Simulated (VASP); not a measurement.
# FeO (Fm-3m) in VASP: a series of runs

FeO is run at these levels: PBE; tasks: single point.

All numbers are computed with VASP 6.6.1; they aren't measurements. Logs are shortened: lines on timing, memory, paths and dates and some standing lists are left out, and cuts for length are marked.

**What was measured.**

From “W\"ustite: Electric, thermodynamic and optical properties of FeO”, 2012, arxiv:1203.1201, for a bulk crystal of FeO: band gap 2.4 eV (optical).

The results are compared with them further down.

### Step 1. The cell of the first run

Symmetry: Fm-3m, No. 225, cubic system. The conventional cell has a = 4.311 Å, b = 4.311 Å, c = 4.311 Å, α = 90.00°, β = 90.00°, γ = 90.00°. Within 2.9 Å of Fe (site symmetry m-3m) lie 6 O at 2.16 Å. O (site symmetry m-3m) has 6 Fe at 2.16 Å within 2.9 Å.

### Step 2. Single point, PBE, collinear spin, ferromagnetic start

File INCAR:

```
ALGO = Normal ; EDIFF = 1E-6
ENCUT = 520 ; GGA = PE
ISIF = 2 ; ISMEAR = 0
ISPIN = 2 ; LASPH = True
LCHARG = False ; LMAXMIX = 4
LORBIT = 11 ; LREAL = False
LWAVE = False ; MAGMOM = 3 0
NBANDS = 18 ; NELM = 150
PREC = Accurate ; SIGMA = 0.011
```

File KPOINTS:

```
k-points
0
Gamma
  11 11 11
```

File POSCAR:

```
FeO
1.0
    0.0000000000      2.1554000000      2.1554000000
    2.1554000000      0.0000000000      2.1554000000
    2.1554000000      2.1554000000      0.0000000000
Fe O
1 1
Direct
    0.0000000000      0.0000000000      0.0000000000
    0.5000000000      0.5000000000      0.5000000000
```

Potentials or basis: VASP PAW PBE potentials, release 64 (Fe, O).

Run with:

```sh
> cat potpaw_PBE.64/Fe/POTCAR potpaw_PBE.64/O/POTCAR > POTCAR
> mpirun -np 1 vasp_std > vasp.out
```

OUTCAR:

```text
EDIFF = 1E-6
   ENCUT = 520
   GGA = PE
   ISIF = 2
   ISMEAR = 0
   ISPIN = 2
   LASPH = True
   LORBIT = 11
   LREAL = False
   NELM = 150
   PREC = Accurate

 ion  position               nearest neighbor table
   1  0.000  0.000  0.000-   2 2.16   2 2.16   2 2.16   2 2.16   2 2.16   2 2.16
   2  0.500  0.500  0.500-   1 2.16   1 2.16   1 2.16   1 2.16   1 2.16   1 2.16

  LATTYP: Found a face centered cubic cell.
 ALAT       =     4.3108000000

  Lattice vectors:

 A1 = (   0.0000000000,   2.1554000000,   2.1554000000)
 A2 = (   2.1554000000,   0.0000000000,   2.1554000000)
 A3 = (   2.1554000000,   2.1554000000,   0.0000000000)

Analysis of symmetry for initial positions (statically):
=====================================================================
 Subroutine PRICEL returns:
 Original cell was already a primitive cell.

 Routine SETGRP: Setting up the symmetry group for a
 face centered cubic supercell.

 Subroutine GETGRP returns: Found 48 space group operations
 (whereof 48 operations were pure point group operations)
 out of a pool of 48 trial point group operations.

The static configuration has the point symmetry O_h .

Analysis of symmetry for dynamics (positions and initial velocities):
=====================================================================
 Subroutine PRICEL returns:
 Original cell was already a primitive cell.

 Routine SETGRP: Setting up the symmetry group for a
 face centered cubic supercell.

 Subroutine GETGRP returns: Found 48 space group operations
 (whereof 48 operations were pure point group operations)
 out of a pool of 48 trial point group operations.

The dynamic configuration has the point symmetry O_h .

Analysis of structural, dynamic, and magnetic symmetry:
=====================================================================
 Subroutine PRICEL returns:
 Original cell was already a primitive cell.

 Routine SETGRP: Setting up the symmetry group for a
 face centered cubic supercell.

 Subroutine GETGRP returns: Found 48 space group operations
 (whereof 48 operations were pure point group operations)
 out of a pool of 48 trial point group operations.

The overall configuration has the point symmetry O_h .

 Subroutine INISYM returns: Found 48 space group operations
 (whereof 48 operations are pure point group operations),
 and found     1 'primitive' translations

----------------------------------------------------------------------------------------

                                     Primitive cell

  volume of cell :      20.0269

  direct lattice vectors                    reciprocal lattice vectors
     0.000000000  2.155400000  2.155400000    -0.231975503  0.231975503  0.231975503
     2.155400000  0.000000000  2.155400000     0.231975503 -0.231975503  0.231975503
     2.155400000  2.155400000  0.000000000     0.231975503  0.231975503 -0.231975503

  length of vectors
     3.048195912  3.048195912  3.048195912     0.401793358  0.401793358  0.401793358

  position of ions in fractional coordinates (direct lattice)
     0.000000000  0.000000000  0.000000000
     0.500000000  0.500000000  0.500000000

  ion indices of the primitive-cell ions
   primitive index   ion index
                 1           1
                 2           2

----------------------------------------------------------------------------------------

 KPOINTS: k-points

Automatic generation of k-mesh.
 Grid dimensions read from file:
 generate k-points for:   11   11   11

 Generating k-lattice:

  Cartesian coordinates                     Fractional coordinates (reciprocal lattice)
    -0.021088682  0.021088682  0.021088682     0.090909091  0.000000000  0.000000000
     0.021088682 -0.021088682  0.021088682     0.000000000  0.090909091  0.000000000
     0.021088682  0.021088682 -0.021088682     0.000000000  0.000000000  0.090909091

  Length of vectors
     0.036526669  0.036526669  0.036526669

  Shift w.r.t. Gamma in fractional coordinates (k-lattice)
     0.000000000  0.000000000  0.000000000

 Subroutine IBZKPT returns following result:
 ===========================================

 Found     56 irreducible k-points:

 Following reciprocal coordinates:
            Coordinates               Weight
  0.000000  0.000000  0.000000      1.000000
  0.090909  0.000000  0.000000      8.000000
  0.181818  0.000000  0.000000      8.000000
  0.272727  0.000000  0.000000      8.000000
  0.363636  0.000000  0.000000      8.000000
  0.454545  0.000000  0.000000      8.000000
[... 16 lines left out ...]
 -0.272727  0.181818  0.000000     24.000000
 -0.181818  0.181818  0.000000     12.000000
 [... further k-points ...]
   k-points           NKPTS =     56   k-points in BZ     NKDIM =     56   number of bands    NBANDS=     18
   number of dos      NEDOS =    301   number of ions     NIONS =      2
   total plane-waves  NPLWV =  13824
   dimension x,y,z NGX =    24 NGY =   24 NGZ =   24
   dimension x,y,z NGXF=    48 NGYF=   48 NGZF=   48
   ions per type =               1   1
   NGX,Y,Z   is equivalent  to a cutoff of  13.09, 13.09, 13.09 a.u.
   NGXF,Y,Z  is equivalent  to a cutoff of  26.18, 26.18, 26.18 a.u.
 SYSTEM =  unknown system
   PREC   = accura    normal or accurate (medium, high low for compatibility)
   ISTART =      0    job   : 0-new  1-cont  2-samecut
   ICHARG =      2    charge: 1-file 2-atom 10-const
   ISPIN  =      2    spin polarized calculation?
   LNONCOLLINEAR =      F non collinear calculations
   LSORBIT =      F    spin-orbit coupling
   LASPH  =      T    aspherical Exc in radial PAW
   ENCUT  =  520.0 eV  38.22 Ry    6.18 a.u.   5.67  5.67  5.67*2*pi/ulx,y,z
   NELM   =    150;   NELMIN=  2; NELMDL= -5     # of ELM steps
   EDIFF  = 0.1E-05   stopping-criterion for ELM
   LREAL  =      F    real-space projection
   EDIFFG = 0.1E-04   stopping-criterion for IOM
   NSW    =      0    number of steps for IOM
   IBRION =     -1    ionic relax: 0-MD 1-quasi-New 2-CG
   NFREE  =      0    steps in history (QN), initial steepest desc. (CG)
   ISIF   =      2    stress and relaxation
   ISYM   =      2    0-nonsym 1-usesym 2-fastsym
   POTIM  = 0.5000    time-step for ionic-motion
   TEBEG  =    0.0;   TEEND  =   0.0 temperature during run
   PSTRESS=    0.0 pullay stress
   NELECT =      14.0000    total number of electrons
   NUPDOWN=      -1.0000    fix difference up-down
   EMIN   =  10.00;   EMAX   =-10.00  energy-range for DOS
   EFERMI =   0.00;   METHOD = LEGACY
   ISMEAR =     0;   SIGMA  =   0.01  broadening in eV -4-tet -1-fermi 0-gaus
   EFERMI_NEDOS =   21; number of points for ismear=-14 and -15
   IALGO  =     38    algorithm
   IMIX   =      4    mixing-type and parameters
     AMIX     =   0.40;   BMIX     =  1.00
     AMIX_MAG =   1.60;   BMIX_MAG =  1.00
  volume/ion in A,a.u.               =      10.01        67.57
  Fermi-wavevector in a.u.,A,eV,Ry     =   1.452935  2.745650 28.722187  2.111021
  Thomas-Fermi vector in A             =   2.570260
   LORBIT       =     11    0 simple, 1 ext, 2 COOP (PROOUT), +10 PAW based schemes
   GGA     = PE    functional components
   LHFCALC =     F    Hartree Fock is set to
   AEXX    =    0.0000 exact exchange contribution
   IVDW    =     0    specifies the selected vdW correction
   LEPSILON=     F    determine dielectric tensor
   LRPA    =     F    only Hartree local field effects (RPA)
 spin polarized calculation
 Gauss-broadening in eV      SIGMA  =   0.01
  energy-cutoff  :      520.00
  volume of cell :       20.03
 maximum number of plane-waves:       556
   NGX = 11   NGY = 11   NGZ = 11

 number of electron      13.9999999 magnetization       3.9996388

 Free energy of the ion-electron system (eV)
  ---------------------------------------------------
  ext. energy  EPLUGINS =         0.00000000
  ---------------------------------------------------
  free energy    TOTEN  =       -14.92956091 eV

  energy without entropy =      -14.92938664  energy(sigma->0) =      -14.92947378

 E-fermi :   6.2011     XC(G=0): -12.1641

 val. band max:        6.1992490078   @ k =  -0.3636   0.2727   0.0909
 cond. band min:       6.2117166956   @ k =  -0.1818   0.0909   0.0000
 fundamental gap:      0.0124676878
 Fermi energy:         6.2011172546

 spin component 1

 k-point     1 :       0.0000    0.0000    0.0000
  band No.  band energies     occupation
      1     -14.5199      1.00000
      2       2.3267      1.00000
      3       2.3267      1.00000
      4       2.3267      1.00000
      5       2.4054      1.00000
      6       2.4054      1.00000
[... 10 lines left out ...]
     17      26.8359      0.00000
     18      29.9578      0.00000

 k-point     2 :       0.0909    0.0000    0.0000
  band No.  band energies     occupation
      1     -14.4385      1.00000
      2       1.4884      1.00000
      3       1.6005      1.00000
      4       1.6005      1.00000
      5       2.4074      1.00000
      6       2.4074      1.00000
[... 10 lines left out ...]
     17      27.8298      0.00000
     18      31.2612      0.00000

 k-point     3 :       0.1818    0.0000    0.0000
  band No.  band energies     occupation
      1     -14.2123      1.00000
      2       0.2495      1.00000
      3       0.8503      1.00000
      4       0.8503      1.00000
      5       2.5671      1.00000
      6       2.5671      1.00000
[... 10 lines left out ...]
     17      30.1351      0.00000
     18      33.3973      0.00000

 k-point     4 :       0.2727    0.0000    0.0000
  band No.  band energies     occupation
      1     -13.8955      1.00000
      2      -0.9676      1.00000
      3       0.2445      1.00000
      4       0.2445      1.00000
      5       2.7838      1.00000
      6       2.7838      1.00000
[... 375 lines left out ...]
      4      -0.3213      1.00000
      5       3.0415      1.00000
      6       3.0476      1.00000
[... 10 lines left out ...]
     17      32.9904      0.00000
     18      33.9924      0.00000

 k-point    23 :      -0.2727    0.1818    0.0000
  band No.  band energies     occupation
      1     -13.5613      1.00000
      2      -1.6082      1.00000
      3      -0.2332      1.00000
      4       0.0376      1.00000
      5       2.8539      1.00000
      6       3.0371      1.00000
[... 10 lines left out ...]
     17      32.6993      0.00000
     18      34.4361      0.00000

 k-point    24 :      -0.1818    0.1818    0.0000
  band No.  band energies     occupation
      1     -13.8188      1.00000
      2      -1.0564      1.00000
      3       0.0180      1.00000
      4       0.5148      1.00000
      5       2.6773      1.00000
      6       2.9549      1.00000
[... 10 lines left out ...]
     17      32.7140      0.00000
     18      34.4739      0.00000

 [... further k-points ...]

 spin component 2

 k-point     1 :       0.0000    0.0000    0.0000
  band No.  band energies     occupation
      1     -13.9876      1.00000
      2       2.9633      1.00000
      3       2.9633      1.00000
      4       2.9633      1.00000
      5       5.4658      1.00000
      6       5.4660      1.00000
[... 10 lines left out ...]
     17      28.4260      0.00000
     18      31.0368      0.00000

 k-point     2 :       0.0909    0.0000    0.0000
  band No.  band energies     occupation
      1     -13.9051      1.00000
      2       2.3210      1.00000
      3       2.7213      1.00000
      4       2.7214      1.00000
      5       5.5685      1.00000
      6       5.5686      1.00000
[... 10 lines left out ...]
     17      29.2171      0.00000
     18      32.4817      0.00000

 k-point     3 :       0.1818    0.0000    0.0000
  band No.  band energies     occupation
      1     -13.6759      1.00000
      2       1.0714      1.00000
      3       2.2065      1.00000
      4       2.2066      1.00000
      5       5.7757      1.00000
      6       5.8073      1.00000
[... 10 lines left out ...]
     17      31.1393      0.00000
     18      34.6544      0.00000

 k-point     4 :       0.2727    0.0000    0.0000
  band No.  band energies     occupation
      1     -13.3548      1.00000
      2      -0.1780      1.00000
      3       1.6871      1.00000
      4       1.6872      1.00000
      5       6.0655      1.00000
      6       6.1079      1.00000
[... 375 lines left out ...]
      4       1.1216      1.00000
      5       6.4450      0.00000
      6       6.4505      0.00000
[... 10 lines left out ...]
     17      33.5669      0.00000
     18      34.6444      0.00000

 k-point    23 :      -0.2727    0.1818    0.0000
  band No.  band energies     occupation
      1     -13.0092      1.00000
      2      -0.7761      1.00000
      3       1.0554      1.00000
      4       1.2479      1.00000
      5       6.1854      0.97834
      6       6.3413      0.00000
[... 10 lines left out ...]
     17      33.3083      0.00000
     18      35.2231      0.00000

 k-point    24 :      -0.1818    0.1818    0.0000
  band No.  band energies     occupation
      1     -13.2739      1.00000
      2      -0.1826      1.00000
      3       1.5136      1.00000
      4       1.5461      1.00000
      5       5.9437      1.00000
      6       6.1581      1.00000
[... 10 lines left out ...]
     17      33.4970      0.00000
     18      35.2269      0.00000

 [... further k-points ...]
[... 5 lines left out ...]
  --------------------------------------------------------------------------------------
  -------------------------------------------------------------------------------------
  Total       -0.0289002     -0.0289002     -0.0289002     -0.0000000      0.0000000      0.0000000
  in kB       -2.3120530     -2.3120530     -2.3120530     -0.0000000      0.0000000      0.0000000
  external PRESSURE =      -2.3120530 kB  Pullay stress =       0.0000000 kB

 VOLUME and BASIS-vectors are now :
 -----------------------------------------------------------------------------
  energy-cutoff  :      520.00
  volume of cell :       20.03
      direct lattice vectors                 reciprocal lattice vectors
     0.000000000  2.155400000  2.155400000    -0.231975503  0.231975503  0.231975503
     2.155400000  0.000000000  2.155400000     0.231975503 -0.231975503  0.231975503
     2.155400000  2.155400000  0.000000000     0.231975503  0.231975503 -0.231975503

 POSITION                                       TOTAL-FORCE (eV/Angst)
 -----------------------------------------------------------------------------------
      0.00000      0.00000      0.00000         0.000000      0.000000      0.000000
      2.15540      2.15540      2.15540        -0.000000     -0.000000     -0.000000
 -----------------------------------------------------------------------------------
    total drift:                                0.000000     -0.000000      0.000000

  FREE ENERGIE OF THE ION-ELECTRON SYSTEM (eV)
  ---------------------------------------------------
  free  energy   TOTEN  =       -14.9295609147 eV

  energy  without entropy=      -14.9293866388  energy(sigma->0) =      -14.92947378

 total charge

# of ion       s       p       d       tot
------------------------------------------
    1        0.287   0.358   6.086   6.731
    2        1.556   3.438   0.000   4.994
--------------------------------------------------
tot          1.844   3.796   6.086  11.725

 magnetization (x)

# of ion       s       p       d       tot
------------------------------------------
    1        0.027   0.021   3.571   3.619
    2        0.030   0.272   0.000   0.301
--------------------------------------------------
tot          0.057   0.293   3.571   3.920
```

Run time: 80 s. Hardware: 1 thread of Intel Xeon 8259CL, shared host; peak memory 0.17 GiB.

What came out:

```
Free energy                                           : -14.9296 eV
Pressure                                              : -0.2 GPa
Band gap on the k mesh                                : zero (filled and empty bands overlap)
Net moment                                            : 4.00 μB per cell
Site moments                                          : Fe +3.62; O +0.30 μB
Valence electrons inside the program's atomic spheres : Fe 6.73; O 4.99
```

Levels at points of the mesh, in eV from the Fermi level:
Spin up:
```csv
k point,band 7,band 8,band 9,band 10,band 11,band 12
"(0.00, 0.00, 0.00)",-3.80,-3.68,-3.68,0.09,15.47,17.03
```
Spin down:
```
           k point  band 1  band 2  band 3  band 4  band 5  band 6  band 7  band 8  band 9  band 10
(0.00, 0.00, 0.00)  -20.19   -3.24   -3.24   -3.24   -0.74   -0.74   -0.74    0.19    0.19     0.89
```

Caveat: a cell with one magnetic atom can't hold antiferromagnetic order, which such compounds often take; semilocal functionals often make such compounds metallic where correlation or magnetic order opens a gap, which also shifts bond lengths.

(Part 1 of 2 ends here.)
